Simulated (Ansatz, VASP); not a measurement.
## Two plane-wave programs on Si3As2

```
CELL_PARAMETERS angstrom
3.75349 0.00000 0.00000
-1.87675 3.25062 0.00000
0.00000 0.00000 18.66199
ATOMIC_POSITIONS crystal
Si 0.33333 0.66667 0.52211
Si 0.66667 0.33333 0.47789
Si 0.66667 0.33333 0.35215
Si 0.33333 0.66667 0.64785
Si 0.00000 0.00000 0.06235
Si 0.00000 0.00000 0.93765
As 0.00000 0.00000 0.70521
As 0.00000 0.00000 0.29479
As 0.33333 0.66667 0.11965
As 0.66667 0.33333 0.88035
```

Alike in both runs: functional PBE; k mesh 5 × 5 × 1; occupations gaussian, width 0.2 eV; no spin polarisation.

Ansatz relaxed the structure, and its values are those at the end. VASP's run is a single point on that final structure, the one shown.

|  | VASP | Ansatz |
| --- | --- | --- |
| version | VASP 6.6.1 | Ansatz 0.2.0 |
| potentials or method | VASP PAW PBE potentials, release 64 (Si, As), cutoff 500 eV | scalar-relativistic, plane waves, PAW |
| valence electrons in the cell | 44 | 84 |

VASP gave:

- gap on the k mesh at the Fermi level (eV): 0.40
- least direct gap on the mesh (eV): 0.76
- pressure (GPa): 0.6
- rms of the force components (eV/Å): 0.014

**Question.** What did Ansatz give for the same quantities?

**Answer.** gap on the k mesh at the Fermi level (eV): 0.41; least direct gap on the mesh (eV): 0.78; pressure (GPa): 0.4; rms of the force components (eV/Å): 0.021.

VASP's potentials hold 44 valence electrons a cell and Ansatz's 84, so a difference there can come from the potentials and not from the codes.
